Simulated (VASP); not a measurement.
Here is a VASP 6.6.1 calculation.

The input INCAR:

```
SYSTEM = MnFe2N2
PREC = Accurate
ENCUT = 600
EDIFF = 1E-6
ISMEAR = 0
SIGMA = 0.1
LREAL = .FALSE.
LASPH = .TRUE.
NELM = 60
ALGO = Normal
ISIF = 3
LWAVE = .FALSE.
LCHARG = .FALSE.
GGA = PE
IBRION = 2
NSW = 80
EDIFFG = -0.01
```

The input KPOINTS:

```
Automatic mesh
0
G
  12 12 6
  0 0 0
```

File POSCAR:

```
MnFe2N2
1.0
    2.8941413859      0.0000000000      0.0000000000
   -1.4470706929      2.5063999623      0.0000000000
    0.0000000000      0.0000000000      6.2943681112
Mn Fe N
1 2 2
Direct
    0.0000000000      0.0000000000      0.5000000000
    0.6666666667      0.3333333333      0.1671980000
    0.3333333333      0.6666666667      0.8328020000
    0.6666666667      0.3333333333      0.7068130000
    0.3333333333      0.6666666667      0.2931870000
```

Potentials or basis: VASP PAW PBE potentials, release 64 (Mn_pv, Fe, N).

Launch:

```console
$ cat potpaw_PBE.64/Mn_pv/POTCAR potpaw_PBE.64/Fe/POTCAR potpaw_PBE.64/N/POTCAR > POTCAR
$ mpirun -np 1 vasp_std > vasp.out
```

(1) Predict the band gap on the k mesh.

(2) Predict the relaxed cell.

(3) Predict the space group after relaxing (to 0.1 Å).

Results:

(1) zero (an odd number of electrons rules out a gap without spin polarisation).

(2) a = 2.906 Å, b = 2.906 Å, c = 6.035 Å, α = 90.00°, β = 90.00°, γ = 120.00°.

(3) P-3m1 (No. 164).

Caveat: the run has no spin polarisation, though such a crystal can be magnetic.
